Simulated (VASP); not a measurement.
# GaAs (I-4m2) in VASP: settings compared

Aim: see how the results for GaAs move with the level of theory and the settings. Levels: PBE, PBE+D3(BJ). Tasks: electric field gradients.

Everything below comes from runs of VASP 6.6.1. Logs are shortened: lines on timing, memory, paths and dates and some standing lists are left out, and cuts for length are marked.

**1. The cell of the first run**

Symmetry: I-4m2, No. 119, tetragonal system. Conventional cell: a = 4.018 Å, b = 4.018 Å, c = 5.597 Å, α = 90.00°, β = 90.00°, γ = 90.00°. Ga (site symmetry -4m2) has 4 As at 2.45 Å within 3.2 Å. Within 3.2 Å of As (site symmetry -4m2) lie 4 Ga at 2.45 Å.

**2. Electric field gradients, PBE (z stretched by -1 % at fixed volume)**

INCAR

```
  ALGO = Normal
  EDIFF = 1E-8
  ENCUT = 520
  GGA = PE
  ISIF = 2
  ISMEAR = -1
  LASPH = T
  LCHARG = F
  LEFG = T
  LREAL = F
  LWAVE = F
  NBANDS = 16
  NELM = 100
  PREC = Accurate
  SIGMA = 0.05
```

KPOINTS

```
k-points
0
Gamma
  11 11 11
```

POSCAR

```
GaAs
1.0
    0.0000000000      2.8410911482      2.7985815000
    2.8410911482      0.0000000000      2.7985815000
    2.8410911482      2.8410911482      0.0000000000
Ga As
1 1
Direct
    0.0000000000      0.0000000000      0.0000000000
    0.7500000000      0.7500000000      0.7500000000
```

Potentials or basis: VASP PAW PBE potentials, release 64 (Ga_d, As).

On the command line:

```
cat potpaw_PBE.64/Ga_d/POTCAR potpaw_PBE.64/As/POTCAR > POTCAR
mpirun -np 1 vasp_std > vasp.out
```

OUTCAR:

```text
EDIFF = 1E-8
   ENCUT = 520
   GGA = PE
   ISIF = 2
   ISMEAR = -1
   LASPH = T
   LREAL = F
   NELM = 100
   PREC = Accurate

 ion  position               nearest neighbor table
   1  0.000  0.000  0.000-   2 2.45   2 2.45   2 2.45   2 2.45
   2  0.750  0.750  0.750-   1 2.45   1 2.45   1 2.45   1 2.45

  LATTYP: Found a body centered tetragonal cell.
 ALAT       =     4.0179096337
 C/A-ratio  =     1.3930534806

  Lattice vectors:

 A1 = (   0.0000000000,  -2.8410911482,  -2.7985815000)
 A2 = (   0.0000000000,   2.8410911482,  -2.7985815000)
 A3 = (   2.8410911482,   0.0000000000,   2.7985815000)

Analysis of symmetry for initial positions (statically):
=====================================================================
 Subroutine PRICEL returns:
 Original cell was already a primitive cell.

 Routine SETGRP: Setting up the symmetry group for a
 body centered tetragonal supercell.

 Subroutine GETGRP returns: Found  8 space group operations
 (whereof  8 operations were pure point group operations)
 out of a pool of 16 trial point group operations.

The static configuration has the point symmetry D_2d.

Analysis of symmetry for dynamics (positions and initial velocities):
=====================================================================
 Subroutine PRICEL returns:
 Original cell was already a primitive cell.

 Routine SETGRP: Setting up the symmetry group for a
 body centered tetragonal supercell.

 Subroutine GETGRP returns: Found  8 space group operations
 (whereof  8 operations were pure point group operations)
 out of a pool of 16 trial point group operations.

The dynamic configuration has the point symmetry D_2d.

 Subroutine INISYM returns: Found  8 space group operations
 (whereof  8 operations are pure point group operations),
 and found     1 'primitive' translations

----------------------------------------------------------------------------------------

                                     Primitive cell

  volume of cell :      45.1792

  direct lattice vectors                    reciprocal lattice vectors
     0.000000000  2.841091148  2.798581500    -0.175988722  0.175988722  0.178661940
     2.841091148  0.000000000  2.798581500     0.175988722 -0.175988722  0.178661940
     2.841091148  2.841091148  0.000000000     0.175988722  0.175988722 -0.178661940

  length of vectors
     3.987964058  3.987964058  4.017909634     0.306372566  0.306372566  0.306372566

  position of ions in fractional coordinates (direct lattice)
     0.000000000  0.000000000  0.000000000
     0.750000000  0.750000000  0.750000000

  ion indices of the primitive-cell ions
   primitive index   ion index
                 1           1
                 2           2

----------------------------------------------------------------------------------------

 KPOINTS: k-points

Automatic generation of k-mesh.
 Grid dimensions read from file:
 generate k-points for:   11   11   11

 Generating k-lattice:

  Cartesian coordinates                     Fractional coordinates (reciprocal lattice)
    -0.015998975  0.015998975  0.016241995     0.090909091  0.000000000  0.000000000
     0.015998975 -0.015998975  0.016241995     0.000000000  0.090909091  0.000000000
     0.015998975  0.015998975 -0.016241995     0.000000000  0.000000000  0.090909091

  Length of vectors
     0.027852051  0.027852051  0.027852051

  Shift w.r.t. Gamma in fractional coordinates (k-lattice)
     0.000000000  0.000000000  0.000000000

 Subroutine IBZKPT returns following result:
 ===========================================

 Found    126 irreducible k-points:

 Following reciprocal coordinates:
            Coordinates               Weight
  0.000000  0.000000  0.000000      1.000000
  0.090909 -0.000000  0.000000      8.000000
  0.181818  0.000000  0.000000      8.000000
  0.272727 -0.000000  0.000000      8.000000
  0.363636 -0.000000  0.000000      8.000000
  0.454545 -0.000000  0.000000      8.000000
[... 16 lines left out ...]
 -0.272727  0.181818  0.000000      8.000000
 -0.181818  0.181818  0.000000      4.000000
 [... further k-points ...]
   k-points           NKPTS =    126   k-points in BZ     NKDIM =    126   number of bands    NBANDS=     16
   number of dos      NEDOS =    301   number of ions     NIONS =      2
   total plane-waves  NPLWV =  27000
   dimension x,y,z NGX =    30 NGY =   30 NGZ =   30
   dimension x,y,z NGXF=    60 NGYF=   60 NGZF=   60
   ions per type =               1   1
   NGX,Y,Z   is equivalent  to a cutoff of  12.51, 12.51, 12.41 a.u.
   NGXF,Y,Z  is equivalent  to a cutoff of  25.01, 25.01, 24.83 a.u.
 SYSTEM =  unknown system
   PREC   = accura    normal or accurate (medium, high low for compatibility)
   ISTART =      0    job   : 0-new  1-cont  2-samecut
   ICHARG =      2    charge: 1-file 2-atom 10-const
   ISPIN  =      1    spin polarized calculation?
   LNONCOLLINEAR =      F non collinear calculations
   LSORBIT =      F    spin-orbit coupling
   LASPH  =      T    aspherical Exc in radial PAW
   ENCUT  =  520.0 eV  38.22 Ry    6.18 a.u.   7.41  7.41  7.47*2*pi/ulx,y,z
   NELM   =    100;   NELMIN=  2; NELMDL= -5     # of ELM steps
   EDIFF  = 0.1E-07   stopping-criterion for ELM
   LREAL  =      F    real-space projection
   EDIFFG = 0.1E-06   stopping-criterion for IOM
   NSW    =      0    number of steps for IOM
   IBRION =     -1    ionic relax: 0-MD 1-quasi-New 2-CG
   NFREE  =      0    steps in history (QN), initial steepest desc. (CG)
   ISIF   =      2    stress and relaxation
   ISYM   =      2    0-nonsym 1-usesym 2-fastsym
   POTIM  = 0.5000    time-step for ionic-motion
   TEBEG  =    0.0;   TEEND  =   0.0 temperature during run
   PSTRESS=    0.0 pullay stress
   NELECT =      18.0000    total number of electrons
   NUPDOWN=      -1.0000    fix difference up-down
   EMIN   =  10.00;   EMAX   =-10.00  energy-range for DOS
   EFERMI =   0.00;   METHOD = LEGACY
   ISMEAR =    -1;   SIGMA  =   0.05  broadening in eV -4-tet -1-fermi 0-gaus
   EFERMI_NEDOS =   21; number of points for ismear=-14 and -15
   IALGO  =     38    algorithm
   IMIX   =      4    mixing-type and parameters
     AMIX     =   0.40;   BMIX     =  1.00
     AMIX_MAG =   1.60;   BMIX_MAG =  1.00
  volume/ion in A,a.u.               =      22.59       152.44
  Fermi-wavevector in a.u.,A,eV,Ry     =   1.204628  2.276417 19.743799  1.451128
  Thomas-Fermi vector in A             =   2.340347
   LORBIT       =      0    0 simple, 1 ext, 2 COOP (PROOUT), +10 PAW based schemes
   GGA     = PE    functional components
   LHFCALC =     F    Hartree Fock is set to
   AEXX    =    0.0000 exact exchange contribution
   IVDW    =     0    specifies the selected vdW correction
   LEPSILON=     F    determine dielectric tensor
   LRPA    =     F    only Hartree local field effects (RPA)
 non-spin polarized calculation
  energy-cutoff  :      520.00
  volume of cell :       45.18
 maximum number of plane-waves:      1243
 NGX is ok and might be reduce to    30
   NGX = 15   NGY = 15   NGZ = 15

 number of electron      17.9999996 magnetization

 Free energy of the ion-electron system (eV)
  ---------------------------------------------------
  ext. energy  EPLUGINS =         0.00000000
  ---------------------------------------------------
  free energy    TOTEN  =        -8.25023957 eV

  energy without entropy =       -8.25022612  energy(sigma->0) =       -8.25023284

 E-fermi :   4.2372     XC(G=0):  -9.5885

 val. band max:        3.9870458231   @ k =   0.0000   0.0000   0.0000
 cond. band min:       4.4499760855   @ k =   0.0000   0.0000   0.0000
 fundamental gap:      0.4629302624
 Fermi energy:         4.2371657266

 k-point     1 :       0.0000    0.0000    0.0000
  band No.  band energies     occupation
      1     -10.8763      2.00000
      2     -10.8763      2.00000
      3     -10.8725      2.00000
      4     -10.7972      2.00000
      5     -10.7946      2.00000
      6      -8.7941      2.00000
[... 8 lines left out ...]
     15      13.9093      0.00000
     16      14.1918      0.00000

 k-point     2 :       0.0909   -0.0000    0.0000
  band No.  band energies     occupation
      1     -10.8827      2.00000
      2     -10.8743      2.00000
      3     -10.8716      2.00000
      4     -10.7973      2.00000
      5     -10.7947      2.00000
      6      -8.6968      2.00000
[... 8 lines left out ...]
     15      13.3422      0.00000
     16      13.5632      0.00000

 k-point     3 :       0.1818    0.0000    0.0000
  band No.  band energies     occupation
      1     -10.9012      2.00000
      2     -10.8694      2.00000
      3     -10.8669      2.00000
      4     -10.7975      2.00000
      5     -10.7946      2.00000
      6      -8.4150      2.00000
[... 8 lines left out ...]
     15      12.9004      0.00000
     16      13.0563      0.00000

 k-point     4 :       0.2727   -0.0000    0.0000
  band No.  band energies     occupation
      1     -10.9235      2.00000
      2     -10.8636      2.00000
      3     -10.8612      2.00000
      4     -10.7969      2.00000
      5     -10.7936      2.00000
      6      -7.9825      2.00000
[... 8 lines left out ...]
     15      13.0496      0.00000
     16      13.1186      0.00000

 k-point     5 :       0.3636   -0.0000    0.0000
  band No.  band energies     occupation
      1     -10.9425      2.00000
      2     -10.8592      2.00000
      3     -10.8569      2.00000
      4     -10.7955      2.00000
      5     -10.7918      2.00000
      6      -7.4790      2.00000
[... 8 lines left out ...]
     15      13.9524      0.00000
     16      13.9967      0.00000

 k-point     6 :       0.4545   -0.0000    0.0000
  band No.  band energies     occupation
      1     -10.9532      2.00000
      2     -10.8571      2.00000
      3     -10.8548      2.00000
      4     -10.7942      2.00000
      5     -10.7903      2.00000
      6      -7.0896      2.00000
[... 8 lines left out ...]
     15      15.2884      0.00000
     16      15.4032      0.00000
[... 267 lines left out ...]
 k-point    21 :      -0.4545    0.1818    0.0000
  band No.  band energies     occupation
      1     -10.9608      2.00000
      2     -10.8501      2.00000
      3     -10.8474      2.00000
      4     -10.8012      2.00000
      5     -10.7896      2.00000
      6      -6.7797      2.00000
[... 8 lines left out ...]
     15      15.0238      0.00000
     16      15.4084      0.00000

 k-point    22 :      -0.3636    0.1818    0.0000
  band No.  band energies     occupation
      1     -10.9566      2.00000
      2     -10.8508      2.00000
      3     -10.8498      2.00000
      4     -10.7979      2.00000
      5     -10.7930      2.00000
      6      -6.9378      2.00000
[... 8 lines left out ...]
     15      13.4693      0.00000
     16      15.4810      0.00000

 k-point    23 :      -0.2727    0.1818    0.0000
  band No.  band energies     occupation
      1     -10.9457      2.00000
      2     -10.8547      2.00000
      3     -10.8526      2.00000
      4     -10.7961      2.00000
      5     -10.7960      2.00000
      6      -7.3748      2.00000
[... 8 lines left out ...]
     15      14.3977      0.00000
     16      16.0360      0.00000

 k-point    24 :      -0.1818    0.1818    0.0000
  band No.  band energies     occupation
      1     -10.9302      2.00000
      2     -10.8612      2.00000
      3     -10.8558      2.00000
      4     -10.7972      2.00000
      5     -10.7953      2.00000
      6      -7.8427      2.00000
[... 8 lines left out ...]
     15      14.1174      0.00000
     16      14.8898      0.00000

 [... further k-points ...]
[... 5 lines left out ...]
  --------------------------------------------------------------------------------------
  -------------------------------------------------------------------------------------
  Total        0.9010635      0.9010635      1.1426295      0.0000000      0.0000000      0.0000000
  in kB       31.9541802     31.9541802     40.5207725      0.0000000      0.0000000      0.0000000
  external PRESSURE =      34.8097110 kB  Pullay stress =       0.0000000 kB

 VOLUME and BASIS-vectors are now :
 -----------------------------------------------------------------------------
  energy-cutoff  :      520.00
  volume of cell :       45.18
      direct lattice vectors                 reciprocal lattice vectors
     0.000000000  2.841091148  2.798581500    -0.175988722  0.175988722  0.178661940
     2.841091148  0.000000000  2.798581500     0.175988722 -0.175988722  0.178661940
     2.841091148  2.841091148  0.000000000     0.175988722  0.175988722 -0.178661940

 POSITION                                       TOTAL-FORCE (eV/Angst)
 -----------------------------------------------------------------------------------
      0.00000      0.00000      0.00000        -0.000000     -0.000000     -0.000000
      4.26164      4.26164      4.19787         0.000000      0.000000      0.000000
 -----------------------------------------------------------------------------------
    total drift:                               -0.000002     -0.000002     -0.000001

  FREE ENERGIE OF THE ION-ELECTRON SYSTEM (eV)
  ---------------------------------------------------
  free  energy   TOTEN  =        -8.2502395709 eV

  energy  without entropy=       -8.2502261165  energy(sigma->0) =       -8.25023284

 Electric field gradients (V/A^2)
---------------------------------------------------------------------
 ion       V_xx      V_yy      V_zz      V_xy      V_xz      V_yz
---------------------------------------------------------------------
   1      -1.225    -1.225     2.450    -0.002    -0.003    -0.003
   2       1.779     1.779    -3.558     0.000     0.000     0.000
---------------------------------------------------------------------

 Electric field gradients after diagonalization (V/A^2)
 (convention: |V_zz| > |V_xx| > |V_yy|)
----------------------------------------------------------------------
 ion       V_xx      V_yy      V_zz     asymmetry (V_yy - V_xx)/ V_zz
----------------------------------------------------------------------
   1      -1.227    -1.223     2.450       0.002
   2       1.779     1.779    -3.558       0.000
----------------------------------------------------------------------

           NMR quadrupolar parameters

 Cq : quadrupolar parameter    Cq=e*Q*V_zz/h
 eta: asymmetry parameters     (V_yy - V_xx)/ V_zz
 Q  : nuclear electric quadrupole moment in mb (millibarn)
----------------------------------------------------------------------
 ion       Cq(MHz)       eta       Q (mb)
----------------------------------------------------------------------
   1       0.006       0.002       1.000
   2      -0.009       0.000       1.000
----------------------------------------------------------------------
```

Wall time 3.6 min (1 thread of Intel Xeon 8259CL, shared host); peak memory 0.24 GiB.

What came out:

| Property | Result |
| --- | --- |
| Free energy | -8.2502 eV |
| Pressure | 3.5 GPa |
| Band gap on the k mesh | 0.46 eV, direct |

Stress tensor (GPa, compression positive):
```
3.20 0.00 0.00
0.00 3.20 0.00
0.00 0.00 4.05
```

Levels at points of the mesh, in eV from the valence-band top:
| k point | band 7 | band 8 | band 9 | band 10 | band 11 | band 12 |
| --- | --- | --- | --- | --- | --- | --- |
| (0.00, 0.00, 0.00) | -0.08 | -0.08 | 0.00 | 0.46 | 3.65 | 3.69 |

Electric field gradients, principal values (V/Å²):
```csv
atom,least,middle,greatest (by size)
1 Ga,-1.223,-1.227,2.450
2 As,1.779,1.779,-3.558
```

Caveat: without QUAD_EFG the Cq values of the log hold for a quadrupole moment of 1 mb, not for the nuclei.

(Part 1 of 2 ends here.)
